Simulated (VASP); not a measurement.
# SiNi (Pmmn) in VASP: a series of runs, part 2 of 2

VASP 6.6.1. The steps go on from the part before.

### Step 4. Single point, BLYP, collinear spin, ferromagnetic start

Contents of INCAR:

```
  PREC = Accurate
  ENCUT = 690
  EDIFF = 1E-6
  ISMEAR = -1
  SIGMA = 0.05
  LREAL = F
  LASPH = T
  NELM = 200
  ALGO = Normal
  ISIF = 2
  LWAVE = F
  LCHARG = T
  ISPIN = 2
  MAGMOM = 1 1 0 0
  LORBIT = 11
  LMAXMIX = 4
  GGA = B5
  ALDAX = 1.0
  AGGAX = 1.0
  AGGAC = 1.0
  ALDAC = 0.0
  LELF = T
  LVHAR = T
  NBANDS = 34
  GGA_COMPAT = F
```

Contents of KPOINTS:

```
regular mesh
0
Gamma
  9 8 6
```

Contents of POSCAR:

```
SiNi
1.0
    2.9427706600      0.0000000000      0.0000000000
    0.0000000000      3.2803255400      0.0000000000
    0.0000000000      0.0000000000      4.6774467600
Ni Si
2 2
Direct
    0.5000000000      0.5000000000      0.3424955900
    0.0000000000      0.0000000000      0.6575044100
    0.5000000000      0.5000000000      0.8431431600
    0.0000000000      0.0000000000      0.1568568400
```

Potentials or basis: VASP PAW PBE potentials, release 64 (Ni_sv_GW, Si).

Run with:

```sh
$ cat potpaw_PBE.64/Ni_sv_GW/POTCAR potpaw_PBE.64/Si/POTCAR > POTCAR
$ mpirun -np 1 vasp_std > vasp.out
```

OUTCAR:

```text
PREC = Accurate
   ENCUT = 690
   EDIFF = 1E-6
   ISMEAR = -1
   LREAL = F
   LASPH = T
   NELM = 200
   ISIF = 2
   ISPIN = 2
   LORBIT = 11
   GGA = B5

 ion  position               nearest neighbor table
   1  0.500  0.500  0.342-   3 2.34   3 2.34   4 2.37   4 2.37   4 2.37   4 2.37   2 2.65   2 2.65
                             2 2.65   2 2.65
   2  0.000  0.000  0.658-   4 2.34   4 2.34   3 2.37   3 2.37   3 2.37   3 2.37   1 2.65   1 2.65
                             1 2.65   1 2.65
   3  0.500  0.500  0.843-   1 2.34   1 2.34   2 2.37   2 2.37   2 2.37   2 2.37   4 2.65   4 2.65
                             4 2.65   4 2.65
   4  0.000  0.000  0.157-   2 2.34   2 2.34   1 2.37   1 2.37   1 2.37   1 2.37   3 2.65   3 2.65
                             3 2.65   3 2.65

  LATTYP: Found a simple orthorhombic cell.
 ALAT       =     2.9427706600
 B/A-ratio  =     1.1147064855
 C/A-ratio  =     1.5894703667

  Lattice vectors:

 A1 = (   2.9427706600,   0.0000000000,   0.0000000000)
 A2 = (   0.0000000000,   3.2803255400,   0.0000000000)
 A3 = (   0.0000000000,   0.0000000000,   4.6774467600)

Analysis of symmetry for initial positions (statically):
=====================================================================
 Subroutine PRICEL returns:
 Original cell was already a primitive cell.

 Routine SETGRP: Setting up the symmetry group for a
 simple orthorhombic supercell.

 Subroutine GETGRP returns: Found  8 space group operations
 (whereof  4 operations were pure point group operations)
 out of a pool of  8 trial point group operations.

The static configuration has the point symmetry C_2v.
 The point group associated with its full space group is D_2h.

Analysis of symmetry for dynamics (positions and initial velocities):
=====================================================================
 Subroutine PRICEL returns:
 Original cell was already a primitive cell.

 Routine SETGRP: Setting up the symmetry group for a
[... 179 lines left out ...]
 cond. band min:      11.5528952682   @ k =   0.1111   0.0000   0.0000
 fundamental gap:      0.0728554536
 Fermi energy:        11.5254635875

 spin component 1

 k-point     1 :       0.0000    0.0000    0.0000
  band No.  band energies     occupation
      1     -92.0614      1.00000
      2     -92.0512      1.00000
      3     -52.8575      1.00000
      4     -52.8284      1.00000
      5     -52.7486      1.00000
      6     -52.7094      1.00000
[... 877 lines left out ...]
     33      28.6189      0.00000
     34      29.3328      0.00000

 [... further k-points ...]

 spin component 2

 k-point     1 :       0.0000    0.0000    0.0000
  band No.  band energies     occupation
      1     -92.0613      1.00000
      2     -92.0512      1.00000
      3     -52.8574      1.00000
      4     -52.8283      1.00000
      5     -52.7486      1.00000
      6     -52.7094      1.00000
[... 877 lines left out ...]
     33      28.6656      0.00000
     34      28.8121      0.00000

 [... further k-points ...]

------------------------ aborting loop because EDIFF is reached ----------------------------------------

  FORCE on cell =-STRESS in cart. coord.  units (eV):
  Direction    XX          YY          ZZ          XY          YZ          ZX
  --------------------------------------------------------------------------------------
  -------------------------------------------------------------------------------------
  Total        4.8363092      4.5462570      3.6551488      0.0000000      0.0000000      0.0000000
  in kB      171.6099352    161.3178212    129.6980435      0.0000000      0.0000000      0.0000000
  external PRESSURE =     154.2086000 kB  Pullay stress =       0.0000000 kB

 VOLUME and BASIS-vectors are now :
 -----------------------------------------------------------------------------
  energy-cutoff  :      690.00
  volume of cell :       45.15
      direct lattice vectors                 reciprocal lattice vectors
     2.942770660  0.000000000  0.000000000     0.339815812  0.000000000  0.000000000
     0.000000000  3.280325540  0.000000000     0.000000000  0.304847793  0.000000000
     0.000000000  0.000000000  4.677446760     0.000000000  0.000000000  0.213791851

 POSITION                                       TOTAL-FORCE (eV/Angst)
 -----------------------------------------------------------------------------------
      1.47139      1.64016      1.60200         0.000000      0.000000     -0.103210
      0.00000      0.00000      3.07544         0.000000      0.000000      0.103210
      1.47139      1.64016      3.94376         0.000000      0.000000     -0.132197
      0.00000      0.00000      0.73369         0.000000      0.000000      0.132197
 -----------------------------------------------------------------------------------
    total drift:                                0.000000      0.000000     -0.000000

  FREE ENERGIE OF THE ION-ELECTRON SYSTEM (eV)
  ---------------------------------------------------
  free  energy   TOTEN  =       -21.2329551779 eV

  energy  without entropy=      -21.2249758629  energy(sigma->0) =      -21.22896552

 total charge

# of ion       s       p       d       f       tot
--------------------------------------------------
    1        2.231   6.366   7.940   0.004  16.541
    2        2.231   6.366   7.940   0.004  16.541
    3        0.759   0.881   0.000   0.000   1.640
    4        0.759   0.881   0.000   0.000   1.640
--------------------------------------------------
tot          5.979  14.495  15.879   0.008  36.362

 magnetization (x)

# of ion       s       p       d       f       tot
--------------------------------------------------
    1        0.000   0.000   0.000   0.000   0.000
    2        0.000   0.000   0.000   0.000   0.000
    3        0.000   0.000   0.000   0.000   0.000
    4        0.000   0.000   0.000   0.000   0.000
--------------------------------------------------
tot          0.000   0.000   0.000   0.000   0.000
```

OSZICAR:

```text
N       E                     dE             d eps       ncg     rms          rms(c)
DAV:   1     0.704191444399E+03    0.70419E+03   -0.27954E+04 22158   0.479E+03
DAV:   2     0.369820964160E+02   -0.66721E+03   -0.63302E+03 23274   0.121E+03
DAV:   3    -0.292985744824E+02   -0.66281E+02   -0.64547E+02 26788   0.462E+02
DAV:   4    -0.322461406541E+02   -0.29476E+01   -0.29106E+01 25896   0.111E+02
DAV:   5    -0.323354394355E+02   -0.89299E-01   -0.88851E-01 25372   0.124E+01    0.345E+01
DAV:   6    -0.531060024109E+02   -0.20771E+02   -0.19618E+02 22848   0.853E+02    0.422E+01
DAV:   7    -0.215297296413E+02    0.31576E+02   -0.85526E+01 21592   0.532E+02    0.843E+00
DAV:   8    -0.212424025716E+02    0.28733E+00   -0.56229E+00 27064   0.809E+01    0.274E+00
DAV:   9    -0.212365454450E+02    0.58571E-02   -0.19634E-01 26312   0.107E+01    0.110E+00
DAV:  10    -0.212340650625E+02    0.24804E-02   -0.26623E-02 25320   0.885E+00    0.572E-01
DAV:  11    -0.212328623572E+02    0.12027E-02   -0.50693E-03 26888   0.328E+00    0.206E-01
DAV:  12    -0.212329592325E+02   -0.96875E-04   -0.49565E-04 27112   0.942E-01    0.100E-01
DAV:  13    -0.212329576053E+02    0.16272E-05   -0.28133E-05 19840   0.176E-01    0.467E-02
DAV:  14    -0.212329557567E+02    0.18486E-05   -0.23102E-05 18988   0.287E-01    0.164E-02
DAV:  15    -0.212329551779E+02    0.57880E-06   -0.39516E-06 11184   0.949E-02
   1 F= -.21232955E+02 E0= -.21228966E+02  d E =-.797932E-02  mag=     0.0000
```

stdout:

```text
POSCAR found type information on POSCAR NiSi
 POSCAR found :  2 types and       4 ions
 scaLAPACK will be used
 -----------------------------------------------------------------------------
|                                                                             |
|                                                                             |
|     You enforced a specific xc type in the INCAR file but a different       |
|     I HOPE YOU KNOW WHAT YOU ARE DOING!                                     |
|                                                                             |
 -----------------------------------------------------------------------------

 LDA part: xc-table for (Slater(with rela. corr.)+VWN5), standard interpolation
 POSCAR, INCAR and KPOINTS ok, starting setup
 FFT: planning ... GRIDC
 FFT: planning ... GRID_SOFT
 FFT: planning ... GRID
 WAVECAR not read
 entering main loop
```

Run time: 6.1 min. Hardware: 1 thread of Intel Xeon Platinum 8559C (Emerald Rapids), shared host; peak memory 0.46 GiB.

What came out:

* Free energy: -21.2330 eV
* Pressure: 15.4 GPa
* Largest force: 0.132 eV/Å
* Band gap on the k mesh: zero (filled and empty bands overlap)
* Net moment: 0.00 μB per cell
* Valence electrons inside the program's atomic spheres: Ni 16.54; Si 1.64

Forces on the atoms (eV/Å):
```
Ni   0.000  0.000 -0.103
Ni   0.000  0.000  0.103
Si   0.000  0.000 -0.132
Si   0.000  0.000  0.132
```

Levels at points of the mesh, in eV from the Fermi level:
Spin up:
```tsv
k point	band 18	band 19	band 20	band 21	band 22	band 23	band 24	band 25	band 26	band 27
(0.00, 0.00, 0.00)	-2.77	-2.40	-2.08	-2.06	-1.38	1.19	2.73	5.09	5.69	7.14
(0.00, 0.50, 0.00)	-2.83	-2.32	-2.32	-2.29	-2.29	1.14	1.14	4.94	4.94	7.97
(0.00, 0.00, 0.50)	-2.85	-2.77	-2.13	1.07	1.60	2.06	2.42	2.85	3.61	4.47
(0.00, 0.50, 0.50)	-2.62	-2.14	-2.14	-2.10	-2.10	5.25	5.25	5.33	5.33	7.24
```
Spin down:
| k point | band 19 | band 20 | band 21 | band 22 | band 23 | band 24 | band 25 | band 26 |
| --- | --- | --- | --- | --- | --- | --- | --- | --- |
| (0.00, 0.00, 0.00) | -2.40 | -2.08 | -2.06 | -1.38 | 1.19 | 2.73 | 5.09 | 5.69 |
| (0.00, 0.50, 0.00) | -2.32 | -2.32 | -2.29 | -2.29 | 1.14 | 1.14 | 4.94 | 4.94 |
| (0.00, 0.00, 0.50) | -2.77 | -2.13 | 1.07 | 1.60 | 2.06 | 2.42 | 2.85 | 3.61 |
| (0.00, 0.50, 0.50) | -2.14 | -2.14 | -2.10 | -2.10 | 5.25 | 5.25 | 5.33 | 5.33 |

Caveat: the cell stands under pressure; the moments typed at the start vanished in this run; the PAW data sets were made with another functional, which shifts forces and pressure a little.

### Step 5. Single point, LDA, collinear spin, ferromagnetic start

Contents of INCAR:

```
PREC     = Accurate       # precision mode
ENCUT    = 690            # plane-wave cutoff, eV
EDIFF    = 1E-6           # SCF threshold, eV
ISMEAR   = -1             # smearing method
SIGMA    = 0.05           # smearing width, eV
LREAL    = F              # projectors in reciprocal space
LASPH    = T              # aspherical terms in the spheres
NELM     = 200            # most SCF steps
ALGO     = Normal         # electronic algorithm
ISIF     = 2              # what is computed and relaxed
LWAVE    = F              # write WAVECAR
LCHARG   = F              # write CHGCAR
ISPIN    = 2              # spin polarisation
MAGMOM   = 1 1 0 0        # initial moments
LORBIT   = 11             # projections on sites
LMAXMIX  = 4              # l up to which the mixer works
GGA      = CA             # functional
NBANDS   = 34             # bands
GGA_COMPAT= F
```

Contents of KPOINTS:

```
Automatic mesh
0
Gamma
  9 8 6
```

POSCAR is that of step 4.

Potentials or basis: VASP PAW LDA potentials, release 64 (Ni_sv_GW, Si).

Run with:

```sh
$ cat potpaw_LDA.64/Ni_sv_GW/POTCAR potpaw_LDA.64/Si/POTCAR > POTCAR
$ mpirun -np 1 vasp_std > vasp.out
```

It took 4.7 min on 1 thread of Intel Xeon Platinum 8559C (Emerald Rapids), shared host; peak memory 0.44 GiB.

It converged, with:

```yaml
Free_energy: -29.0511 eV
Pressure: -5.8 GPa
Largest_force: 0.226 eV/Å
Band_gap_on_the_k_mesh: zero (filled and empty bands overlap)
Net_moment: 0.00 μB per cell
Valence_electrons_inside_the_program's_atomic_spheres: Ni 16.52; Si 1.63
```

Forces on the atoms (eV/Å):
```
Ni   0.000  0.000  0.011
Ni   0.000  0.000 -0.011
Si   0.000  0.000 -0.226
Si   0.000  0.000  0.226
```

Stress tensor (GPa, compression positive):
```
-4.68  0.00  0.00
 0.00 -5.14  0.00
 0.00  0.00 -7.66
```

Levels at points of the mesh, in eV from the Fermi level:
Spin up:
```
           k point  band 20  band 21  band 22  band 23  band 24  band 25
(0.00, 0.00, 0.00)    -2.10    -2.05    -1.38     1.22     2.72     5.15
(0.00, 0.50, 0.00)    -2.31    -2.23    -2.23     1.15     1.15     4.96
(0.00, 0.00, 0.50)    -2.14     1.10     1.58     1.97     2.40     2.89
(0.00, 0.50, 0.50)    -2.09    -2.09    -2.09     5.23     5.23     5.37
```
Spin down:
```tsv
k point	band 19	band 20	band 21	band 22	band 23	band 24	band 25	band 26
(0.00, 0.00, 0.00)	-2.38	-2.10	-2.05	-1.38	1.22	2.72	5.15	5.58
(0.00, 0.50, 0.00)	-2.31	-2.31	-2.23	-2.23	1.15	1.15	4.96	4.96
(0.00, 0.00, 0.50)	-2.75	-2.14	1.10	1.58	1.97	2.40	2.89	3.64
(0.00, 0.50, 0.50)	-2.09	-2.09	-2.09	-2.09	5.23	5.23	5.37	5.37
```

Caveat: the cell stands under tension; the moments typed at the start vanished in this run.

### Step 6. The runs side by side

```tsv
level	potentials or basis	cell	gap on the mesh (eV)	pressure (GPa)	moment (μB)	largest force (eV/Å)
PBEsol	VASP PAW PBE potentials, release 64 (Ni_sv_GW, Si)	a = 2.945, b = 3.292, c = 4.666 Å, 4 atoms, atomic positions A	none	-0.6	0.00	0.02
RPBE	VASP PAW PBE potentials, release 64 (Ni_sv_GW, Si)	a = 2.943, b = 3.280, c = 4.677 Å, 4 atoms, atomic positions B	none	9.4	0.00	0.13
BLYP	VASP PAW PBE potentials, release 64 (Ni_sv_GW, Si)	a = 2.943, b = 3.280, c = 4.677 Å, 4 atoms, atomic positions B	none	15.4	0.00	0.13
LDA	VASP PAW LDA potentials, release 64 (Ni_sv_GW, Si)	a = 2.943, b = 3.280, c = 4.677 Å, 4 atoms, atomic positions B	none	-5.8	0.00	0.23
```

Alike in all rows: task single point; spin collinear, ferromagnetic start; k mesh 9 × 8 × 6; cutoff (eV) 690; smearing fermi-dirac 0.05 eV.

Caveats: the moments typed at the start vanished in this run; the PAW data sets were made with another functional, which shifts forces and pressure a little (at least some runs); the cell stands under pressure (at least some runs); the cell stands under tension (at least some runs).

Absolute energies hang on the potentials; compare differences alone.

The gap in the log of VASP goes by the Fermi energy; the results here count the filled bands.